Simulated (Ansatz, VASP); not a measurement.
# KI in VASP and in Ansatz

Contents of INCAR:

```
SYSTEM = KI
PREC = Accurate
ENCUT = 520
EDIFF = 1E-7
ISMEAR = 0
SIGMA = 0.02
LREAL = .FALSE.
LASPH = .TRUE.
NELM = 80
ALGO = Normal
ISIF = 2
LWAVE = .FALSE.
LCHARG = .TRUE.
GGA = PS
LELF = .TRUE.
LVHAR = .TRUE.
NBANDS = 15
```

KPOINTS

```
Automatic mesh
0
G
  6 6 6
  0 0 0
```

File POSCAR:

```
KI
1.0
    0.0000000000      3.6486494055      3.6486494055
    3.6486494055      0.0000000000      3.6486494055
    3.6486494055      3.6486494055      0.0000000000
K I
1 1
Direct
    0.0000000000      0.0000000000      0.0000000000
    0.5000000000      0.5000000000      0.5000000000
```

Input for Ansatz:

```yaml
crystal:
  lattice:
    - [0.0, 3.6486494055, 3.6486494055]
    - [3.6486494055, 0.0, 3.6486494055]
    - [3.6486494055, 3.6486494055, 0.0]
  atoms:
    - { symbol: K, position: [0.0, 0.0, 0.0] }
    - { symbol: I, position: [0.5, 0.5, 0.5] }
basis:
  ecutwfc: 420
kpoints:
  mp_grid: { grid: [6, 6, 6] }
hamiltonian:
  xc: pbesol
scf:
  occupations: { method: gaussian, width: 0.02 }
output:
  forces: true
  stress: true
  eigenvalues: true
```

Alike in both runs: task single point; functional PBEsol; k mesh 6 × 6 × 6; occupations gaussian, width 0.02 eV; no spin polarisation.

```csv
,VASP,Ansatz
version,VASP 6.6.1,Ansatz 0.2.0
potentials or method,"VASP PAW PBE potentials, release 64 (K_sv, I), cutoff 520 eV","scalar-relativistic, plane waves, PAW"
valence electrons in the cell,16,26
```

|  | VASP | Ansatz | Ansatz less VASP |
| --- | --- | --- | --- |
| gap on the k mesh at the Fermi level (eV) | 3.63 | 3.63 | +0.004 |
| least direct gap on the mesh (eV) | 3.63 | 3.63 | +0.004 |
| pressure (GPa) | -1.1 | -1.1 | -0.02 |

VASP's potentials were made for PBE, not for PBEsol. The functional is the same, so the differences come from potentials, cutoffs and numerics. VASP's potentials hold 16 valence electrons a cell and Ansatz's 26, so a difference there can come from the potentials and not from the codes.

Spin-orbit coupling is off throughout.
